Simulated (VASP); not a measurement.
# Al2Cl (P4/mmm) in VASP: a series of runs

Al2Cl is run at these levels: PBE; tasks: single point, relaxation of cell and atoms.

Everything below comes from runs of VASP 6.6.1. Logs are shortened: lines on timing, memory, paths and dates and some standing lists are left out, and cuts for length are marked.

## (1) The cell of the first run

Symmetry: P4/mmm, No. 123, tetragonal system. Conventional cell: a = 3.061 Å, b = 3.061 Å, c = 6.957 Å, α = 90.00°, β = 90.00°, γ = 90.00°. Al (site symmetry 4mm) has 5 Al at 2.80 to 3.06 Å and 4 Cl at 3.00 Å within 3.7 Å. Within 4.0 Å of Cl (site symmetry 4/mmm) lie 8 Al at 3.00 Å and 4 Cl at 3.06 Å.

The cell was built from a structure type or drawn by symmetry, and may not be a known phase.

## (2) Single point, PBE

File INCAR:

```
SYSTEM = Al2Cl
ALGO = Normal ; EDIFF = 1E-6
ENCUT = 520 ; GGA = PE
ISIF = 2 ; ISMEAR = 0
LASPH = .True. ; LCHARG = .False.
LREAL = .False. ; LWAVE = .False.
NBANDS = 14 ; NELM = 80
PREC = Accurate ; SIGMA = 0.1
```

File KPOINTS:

```
k-points
0
Gamma
  6 6 4
  0 0 0
```

File POSCAR:

```
Al2Cl
1.0
    3.0606196334      0.0000000000      0.0000000000
    0.0000000000      3.0606196334      0.0000000000
    0.0000000000      0.0000000000      6.9571048308
Al Cl
2 1
Direct
    0.5000000000      0.5000000000      0.2986424850
    0.5000000000      0.5000000000      0.7013575150
    0.0000000000      0.0000000000      0.0000000000
```

Potentials or basis: VASP PAW PBE potentials, release 64 (Al, Cl).

Run with:

```
$ cat potpaw_PBE.64/Al/POTCAR potpaw_PBE.64/Cl/POTCAR > POTCAR
$ mpirun -np 1 vasp_std > vasp.out
```

OUTCAR:

```text
SYSTEM = Al2Cl
   EDIFF = 1E-6
   ENCUT = 520
   GGA = PE
   ISIF = 2
   ISMEAR = 0
   LASPH = .True.
   LREAL = .False.
   NELM = 80
   PREC = Accurate

 ion  position               nearest neighbor table
   1  0.500  0.500  0.299-   2 2.80   3 3.00   3 3.00   3 3.00   3 3.00
   2  0.500  0.500  0.701-   1 2.80   3 3.00   3 3.00   3 3.00   3 3.00
   3  0.000  0.000  0.000-   1 3.00   2 3.00   1 3.00   2 3.00   1 3.00   2 3.00   1 3.00   2 3.00

  LATTYP: Found a simple tetragonal cell.
 ALAT       =     3.0606196334
 C/A-ratio  =     2.2731033791

  Lattice vectors:

 A1 = (   3.0606196334,   0.0000000000,   0.0000000000)
 A2 = (   0.0000000000,   3.0606196334,   0.0000000000)
 A3 = (   0.0000000000,   0.0000000000,   6.9571048308)

Analysis of symmetry for initial positions (statically):
=====================================================================
 Subroutine PRICEL returns:
 Original cell was already a primitive cell.

 Routine SETGRP: Setting up the symmetry group for a
 simple tetragonal supercell.

 Subroutine GETGRP returns: Found 16 space group operations
 (whereof 16 operations were pure point group operations)
 out of a pool of 16 trial point group operations.

The static configuration has the point symmetry D_4h.

Analysis of symmetry for dynamics (positions and initial velocities):
=====================================================================
 Subroutine PRICEL returns:
 Original cell was already a primitive cell.

 Routine SETGRP: Setting up the symmetry group for a
 simple tetragonal supercell.

 Subroutine GETGRP returns: Found 16 space group operations
 (whereof 16 operations were pure point group operations)
 out of a pool of 16 trial point group operations.

The dynamic configuration has the point symmetry D_4h.

 Subroutine INISYM returns: Found 16 space group operations
 (whereof 16 operations are pure point group operations),
 and found     1 'primitive' translations

----------------------------------------------------------------------------------------

                                     Primitive cell

  volume of cell :      65.1699

  direct lattice vectors                    reciprocal lattice vectors
     3.060619633  0.000000000  0.000000000     0.326731224  0.000000000  0.000000000
     0.000000000  3.060619633  0.000000000     0.000000000  0.326731224  0.000000000
     0.000000000  0.000000000  6.957104831     0.000000000  0.000000000  0.143737952

  length of vectors
     3.060619633  3.060619633  6.957104831     0.326731224  0.326731224  0.143737952

  position of ions in fractional coordinates (direct lattice)
     0.500000000  0.500000000  0.298642485
     0.500000000  0.500000000  0.701357515
     0.000000000  0.000000000  0.000000000

  ion indices of the primitive-cell ions
   primitive index   ion index
                 1           1
                 2           2
                 3           3

----------------------------------------------------------------------------------------

 KPOINTS: k-points

Automatic generation of k-mesh.
 Grid dimensions read from file:
 generate k-points for:    6    6    4

 Generating k-lattice:

  Cartesian coordinates                     Fractional coordinates (reciprocal lattice)
     0.054455204  0.000000000  0.000000000     0.166666667  0.000000000  0.000000000
     0.000000000  0.054455204  0.000000000     0.000000000  0.166666667  0.000000000
     0.000000000  0.000000000  0.035934488     0.000000000  0.000000000  0.250000000

  Length of vectors
     0.054455204  0.054455204  0.035934488

  Shift w.r.t. Gamma in fractional coordinates (k-lattice)
     0.000000000  0.000000000  0.000000000

 Subroutine IBZKPT returns following result:
 ===========================================

 Found     30 irreducible k-points:

 Following reciprocal coordinates:
            Coordinates               Weight
  0.000000  0.000000  0.000000      1.000000
  0.166667  0.000000  0.000000      4.000000
  0.333333  0.000000  0.000000      4.000000
  0.500000  0.000000  0.000000      2.000000
  0.166667  0.166667  0.000000      4.000000
  0.333333  0.166667  0.000000      8.000000
[... 16 lines left out ...]
  0.333333  0.000000  0.500000      4.000000
  0.500000  0.000000  0.500000      2.000000
 [... further k-points ...]
   k-points           NKPTS =     30   k-points in BZ     NKDIM =     30   number of bands    NBANDS=     14
   number of dos      NEDOS =    301   number of ions     NIONS =      3
   total plane-waves  NPLWV =  31104
   dimension x,y,z NGX =    24 NGY =   24 NGZ =   54
   dimension x,y,z NGXF=    48 NGYF=   48 NGZF=  108
   ions per type =               2   1
   NGX,Y,Z   is equivalent  to a cutoff of  13.04, 13.04, 12.90 a.u.
   NGXF,Y,Z  is equivalent  to a cutoff of  26.07, 26.07, 25.81 a.u.
 SYSTEM =  Al2Cl
   PREC   = accura    normal or accurate (medium, high low for compatibility)
   ISTART =      0    job   : 0-new  1-cont  2-samecut
   ICHARG =      2    charge: 1-file 2-atom 10-const
   ISPIN  =      1    spin polarized calculation?
   LNONCOLLINEAR =      F non collinear calculations
   LSORBIT =      F    spin-orbit coupling
   LASPH  =      T    aspherical Exc in radial PAW
   ENCUT  =  520.0 eV  38.22 Ry    6.18 a.u.   5.69  5.69 12.94*2*pi/ulx,y,z
   NELM   =     80;   NELMIN=  2; NELMDL= -5     # of ELM steps
   EDIFF  = 0.1E-05   stopping-criterion for ELM
   LREAL  =      F    real-space projection
   EDIFFG = 0.1E-04   stopping-criterion for IOM
   NSW    =      0    number of steps for IOM
   IBRION =     -1    ionic relax: 0-MD 1-quasi-New 2-CG
   NFREE  =      0    steps in history (QN), initial steepest desc. (CG)
   ISIF   =      2    stress and relaxation
   ISYM   =      2    0-nonsym 1-usesym 2-fastsym
   POTIM  = 0.5000    time-step for ionic-motion
   TEBEG  =    0.0;   TEEND  =   0.0 temperature during run
   PSTRESS=    0.0 pullay stress
   NELECT =      13.0000    total number of electrons
   NUPDOWN=      -1.0000    fix difference up-down
   EMIN   =  10.00;   EMAX   =-10.00  energy-range for DOS
   EFERMI =   0.00;   METHOD = LEGACY
   ISMEAR =     0;   SIGMA  =   0.10  broadening in eV -4-tet -1-fermi 0-gaus
   EFERMI_NEDOS =   21; number of points for ismear=-14 and -15
   IALGO  =     38    algorithm
   IMIX   =      4    mixing-type and parameters
     AMIX     =   0.40;   BMIX     =  1.00
     AMIX_MAG =   1.60;   BMIX_MAG =  1.00
  volume/ion in A,a.u.               =      21.72       146.60
  Fermi-wavevector in a.u.,A,eV,Ry     =   0.956548  1.807614 12.449119  0.914984
  Thomas-Fermi vector in A             =   2.085486
   LORBIT       =      0    0 simple, 1 ext, 2 COOP (PROOUT), +10 PAW based schemes
   GGA     = PE    functional components
   LHFCALC =     F    Hartree Fock is set to
   AEXX    =    0.0000 exact exchange contribution
   IVDW    =     0    specifies the selected vdW correction
   LEPSILON=     F    determine dielectric tensor
   LRPA    =     F    only Hartree local field effects (RPA)
 non-spin polarized calculation
 Gauss-broadening in eV      SIGMA  =   0.10
  energy-cutoff  :      520.00
  volume of cell :       65.17
 maximum number of plane-waves:      1780
 NGX is ok and might be reduce to    24
   NGX = 11   NGY = 11   NGZ = 25

 number of electron      13.0000004 magnetization

 Free energy of the ion-electron system (eV)
  ---------------------------------------------------
  ext. energy  EPLUGINS =         0.00000000
  ---------------------------------------------------
  free energy    TOTEN  =        -8.82652383 eV

  energy without entropy =       -8.81826561  energy(sigma->0) =       -8.82239472

 E-fermi :   5.0955     XC(G=0):  -9.2476

 val. band max:        5.0723673176   @ k =   0.3333   0.0000   0.2500
 cond. band min:       5.1260124851   @ k =   0.3333   0.1667   0.0000
 fundamental gap:      0.0536451676
 Fermi energy:         5.0955390091

 k-point     1 :       0.0000    0.0000    0.0000
  band No.  band energies     occupation
      1     -11.7646      2.00000
      2      -2.6290      2.00000
      3      -2.2793      2.00000
      4       2.5942      2.00000
      5       2.5942      2.00000
      6       3.5472      2.00000
      7       4.8244      1.99987
      8      10.3025      0.00000
      9      11.0220      0.00000
     10      11.3268      0.00000
     11      12.0642      0.00000
     12      12.0642      0.00000
     13      12.5601      0.00000
     14      12.5601      0.00000

 k-point     2 :       0.1667    0.0000    0.0000
  band No.  band energies     occupation
      1     -11.5713      2.00000
      2      -2.2583      2.00000
      3      -1.9449      2.00000
      4       1.1556      2.00000
      5       2.7245      2.00000
      6       3.6262      2.00000
      7       5.5558      0.00000
      8       8.3348      0.00000
      9       8.9372      0.00000
     10      10.9480      0.00000
     11      11.8129      0.00000
     12      12.3478      0.00000
     13      12.9328      0.00000
     14      13.3183      0.00000

 k-point     3 :       0.3333    0.0000    0.0000
  band No.  band energies     occupation
      1     -11.1326      2.00000
      2      -1.6884      2.00000
      3      -1.2317      2.00000
      4       0.0812      2.00000
      5       3.0059      2.00000
      6       3.2299      2.00000
      7       4.6666      2.00000
      8       6.7852      0.00000
      9       7.2003      0.00000
     10      11.3174      0.00000
     11      11.8200      0.00000
     12      12.4689      0.00000
     13      13.0116      0.00000
     14      14.0329      0.00000
[... 324 lines left out ...]
 k-point    23 :       0.3333    0.0000    0.5000
  band No.  band energies     occupation
      1     -11.1312      2.00000
      2      -1.8908      2.00000
      3      -1.3339      2.00000
      4       1.0157      2.00000
      5       2.4736      2.00000
      6       3.0065      2.00000
      7       4.6205      2.00000
      8       6.7860      0.00000
      9       7.0900      0.00000
     10      10.6595      0.00000
     11      12.6489      0.00000
     12      12.8690      0.00000
     13      14.1142      0.00000
     14      14.1829      0.00000

 k-point    24 :       0.5000    0.0000    0.5000
  band No.  band energies     occupation
      1     -10.8775      2.00000
      2      -2.1133      2.00000
      3      -0.4757      2.00000
      4       0.2710      2.00000
      5       3.1593      2.00000
      6       3.9119      2.00000
      7       4.3539      2.00000
      8       4.4729      2.00000
      9       5.8390      0.00000
     10      12.0311      0.00000
     11      12.4132      0.00000
     12      13.2292      0.00000
     13      13.9730      0.00000
     14      13.9858      0.00000

 [... further k-points ...]

------------------------ aborting loop because EDIFF is reached ----------------------------------------

  FORCE on cell =-STRESS in cart. coord.  units (eV):
  Direction    XX          YY          ZZ          XY          YZ          ZX
  --------------------------------------------------------------------------------------
  -------------------------------------------------------------------------------------
  Total       -0.1226051     -0.1226051      0.1032936      0.0000000      0.0000000     -0.0000000
  in kB       -3.0141982     -3.0141982      2.5394321      0.0000000      0.0000000     -0.0000000
  external PRESSURE =      -1.1629881 kB  Pullay stress =       0.0000000 kB

 VOLUME and BASIS-vectors are now :
 -----------------------------------------------------------------------------
  energy-cutoff  :      520.00
  volume of cell :       65.17
      direct lattice vectors                 reciprocal lattice vectors
     3.060619633  0.000000000  0.000000000     0.326731224  0.000000000  0.000000000
     0.000000000  3.060619633  0.000000000     0.000000000  0.326731224  0.000000000
     0.000000000  0.000000000  6.957104831     0.000000000  0.000000000  0.143737952

 POSITION                                       TOTAL-FORCE (eV/Angst)
 -----------------------------------------------------------------------------------
      1.53031      1.53031      2.07769         0.000000     -0.000000     -0.009317
      1.53031      1.53031      4.87942        -0.000000      0.000000      0.009317
      0.00000      0.00000      0.00000         0.000000     -0.000000      0.000000
 -----------------------------------------------------------------------------------
    total drift:                               -0.000000      0.000000      0.000000

  FREE ENERGIE OF THE ION-ELECTRON SYSTEM (eV)
  ---------------------------------------------------
  free  energy   TOTEN  =        -8.8265238277 eV

  energy  without entropy=       -8.8182656087  energy(sigma->0) =       -8.82239472
```

It took 7.7 s on 1 thread of Intel Xeon 6975P-C (Granite Rapids), shared host; peak memory 0.17 GiB.

What came out:

```
Free energy            : -8.8265 eV
Pressure               : -0.1 GPa
Largest force          : 0.009 eV/Å
Band gap on the k mesh : zero (an odd number of electrons rules out a gap without spin polarisation)
```

Forces on the atoms (eV/Å):
```
Al   0.000  0.000 -0.009
Al   0.000  0.000  0.009
Cl   0.000  0.000  0.000
```

Caveat: an odd number of electrons without spin polarisation forces a metal; a magnetic or distorted state may lie lower.

(Continued in part 2 of 2.)
